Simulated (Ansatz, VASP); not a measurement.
**One calculation of PbS, two programs**

```xyz
4
Lattice="2.0042 -3.4744 0.0000 2.0042 3.4744 0.0000 0.0000 0.0000 7.3660" Properties=species:S:1:pos:R:3 pbc="T T T"
Pb    2.0042    3.4672    3.5853
Pb    2.0042   -3.4672    7.2683
S     2.0042   -1.1614    5.1007
S     2.0042    1.1614    1.4177
```

Alike in both runs: task single point; functional PBEsol; k mesh 6 × 6 × 4; occupations fermi-dirac, width 0.02 eV; no spin polarisation.

|  | VASP | Ansatz |
| --- | --- | --- |
| version | VASP 6.6.1 | Ansatz 0.2.0 |
| potentials or method | VASP PAW PBE potentials, release 64 (Pb_d, S), cutoff 520 eV | plane waves, PAW |
| valence electrons in the cell | 40 | 40 |

|  | VASP | Ansatz | Ansatz less VASP |
| --- | --- | --- | --- |
| pressure (GPa) | 2.7 | 2.7 | +0.04 |
| traceless stress, the component that is largest in VASP (GPa) | 0.25 | 0.25 | +0.002 |

VASP's potentials were made for PBE, not for PBEsol.

Spin-orbit coupling is off throughout.
